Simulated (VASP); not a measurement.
A run of VASP 6.6.1:

Contents of INCAR:

```
SYSTEM = Si2Mo
ALGO = Normal
EDIFF = 1E-6
EDIFFG = -0.01
ENCUT = 600
GGA = PE
IBRION = 2
ISIF = 4
ISMEAR = 0
LASPH = .TRUE.
LCHARG = .FALSE.
LREAL = .FALSE.
LWAVE = .FALSE.
NELM = 100
NSW = 50
PREC = Accurate
SIGMA = 0.1
```

The input KPOINTS:

```
k-points
0
G
  18 18 18
  0 0 0
```

POSCAR

```
Si2Mo
1.0
   -1.5562743425      1.5562743425      3.8263205128
    1.5562743425     -1.5562743425      3.8263205128
    1.5562743425      1.5562743425     -3.8263205128
Si Mo
2 1
Direct
    0.3342304931      0.3342304931      0.0000000000
    0.6657695069      0.6657695069      0.0000000000
    0.0000000000      0.0000000000      0.0000000000
```

Potentials or basis: VASP PAW PBE potentials, release 64 (Si, Mo_sv).

Launch:

```sh
$ cat potpaw_PBE.64/Si/POTCAR potpaw_PBE.64/Mo_sv/POTCAR > POTCAR
$ mpirun -np 1 vasp_std > vasp.out
```

Hardware: 1 thread of AMD EPYC 9R45 96-Core Processor (Zen 5), on a shared host.

Q: How long does it take, and how much memory?

A: Run time: 10 min on 1 thread of AMD EPYC 9R45 96-Core Processor (Zen 5), with other jobs on the host, peak memory 0.44 GiB. Counts: scf iterations 27, k points 480, ion steps 4.
